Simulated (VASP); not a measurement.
Crystal: Be.

```
CELL_PARAMETERS angstrom
-2.50036 2.49047 2.51498
2.47701 -2.45384 2.45501
2.50459 2.45807 -2.47836
ATOMIC_POSITIONS crystal
Be 0.99076 0.00582 0.99471
Be 0.97871 0.96488 0.48917
Be 0.98492 0.48276 0.98485
Be 0.04526 0.54510 0.54770
Be 0.48453 0.01476 0.99786
Be 0.56564 0.04569 0.53426
Be 0.50304 0.47640 0.98465
Be 0.44714 0.46459 0.46680
```

- Program: VASP 6.6.1
- Task: relaxation of cell and atoms
- Functional: PBEsol
- Potentials or basis: VASP PAW PBE potentials, release 64 (Be)
- Cutoff: 600 eV
- k mesh: 6 × 6 × 6
- Occupations: gaussian, width 0.1 eV
- Spin: no spin polarisation

At the start: pressure 6.9 GPa; volume 7.66 Å³/atom.

**Question.** How do energy, volume and symmetry change on relaxing?

**Answer.** Over 27 steps the energy falls by 237.4 meV/atom and the volume is 7.86 Å³/atom (+2.6 %); space group P1 (No. 1, to 0.1 Å) before, P6_3/mmc (No. 194, to 0.1 Å).

The path:
```csv
step,energy change (eV),largest force (eV/Å),pressure (GPa),volume (Å³)
1,0.0000,2.5848,6.87,61.25
2,-0.9170,0.6909,-2.74,64.20
3,-0.9606,0.5134,-4.45,65.11
4,-1.0715,0.4029,-1.05,63.19
5,-1.0806,0.4238,0.19,62.57
6,-1.1312,0.3819,0.99,62.29
7,-1.2688,0.7248,3.20,61.41
8,-1.2920,1.8948,9.35,59.41
9,-1.3281,1.1809,5.39,60.67
10,-1.3481,1.5338,7.27,60.06
11,-1.3577,1.5497,7.28,60.06
12,-1.3841,1.5892,7.29,60.09
13,-1.4163,1.6488,7.29,60.12
14,-1.3755,1.7309,7.49,60.15
15,-1.4223,1.6706,7.30,60.13
16,-1.4648,1.5774,6.67,60.34
17,-1.5783,1.3085,4.86,60.98
18,-1.7432,0.8310,1.56,62.28
19,-1.8368,0.2583,-3.79,64.92
20,-1.8425,0.3486,-2.88,64.41
21,-1.8654,0.2889,-2.19,64.01
22,-1.8939,0.1531,-0.27,62.99
23,-1.8942,0.1445,-0.04,62.88
24,-1.8963,0.1085,0.03,62.83
25,-1.8987,0.0381,0.22,62.72
26,-1.8991,0.0226,0.09,62.79
27,-1.8993,0.0098,-0.08,62.88
```

Final structure:
```yaml
crystal:
  lattice:
    - [-2.51846, 2.52132, 2.25965]
    - [2.51866, -2.52076, 2.26001]
    - [2.76155, 2.75899, -2.25908]
  atoms:
    - { symbol: Be, position: [0.95837, 0.95860, 0.91692] }
    - { symbol: Be, position: [0.95858, 0.95845, 0.41688] }
    - { symbol: Be, position: [0.04134, 0.54156, 0.08307] }
    - { symbol: Be, position: [0.04167, 0.54147, 0.58315] }
    - { symbol: Be, position: [0.54157, 0.04169, 0.08319] }
    - { symbol: Be, position: [0.54141, 0.04132, 0.58284] }
    - { symbol: Be, position: [0.45823, 0.45830, 0.91689] }
    - { symbol: Be, position: [0.45884, 0.45861, 0.41706] }
```

Caveat: the PAW data sets were made with another functional, which shifts forces and pressure a little.
